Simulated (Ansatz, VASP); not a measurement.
## FeO: VASP and Ansatz over several settings

```
Fe O
1.0
     1.53881    0.88843    2.55273
    -1.53881    0.88843    2.55273
     0.00000   -1.77686    2.55273
Fe O
1 1
Direct
  0.00000 0.00000 0.00000
  0.50000 0.50000 0.50000
```

Single points on this cell with VASP 6.6.1 and Ansatz 0.2.0. Each row is one pair of runs. Alike in all rows: spin: collinear, typed start; smearing: fermi-dirac, width 0.05 eV; Ansatz's potentials, cutoff: Ansatz PAW, 420 eV.

```csv
level,k mesh,"VASP's potentials, cutoff","gap on the k mesh at the Fermi level (eV), VASP","gap on the k mesh at the Fermi level (eV), Ansatz","pressure (GPa), VASP","pressure (GPa), Ansatz","net moment per atom (μB), VASP","net moment per atom (μB), Ansatz"
LDA,9 × 9 × 9,"VASP PAW LDA potentials, release 64 (Fe, O), 520 eV",none,none,-21.8,-21.9,2.00,2.00
LDA,9 × 9 × 9,"VASP PAW LDA potentials, release 64 (Fe_sv, O), 600 eV",none,none,-23.8,-21.9,2.00,2.00
PBE,11 × 11 × 11,"VASP PAW PBE potentials, release 64 (Fe_sv, O), 600 eV",none,none,-9.9,-7.6,2.00,2.00
```

Pressure (GPa): the two programs differ by at most 2.23; net moment per atom (μB): the two programs differ by at most 0.002.

VASP's potentials hold 14 valence electrons a cell and Ansatz's 22 in some rows, so a difference there can come from the potentials and not from the codes.

A gap of «none» marks a metal or a gap that the smearing closes.
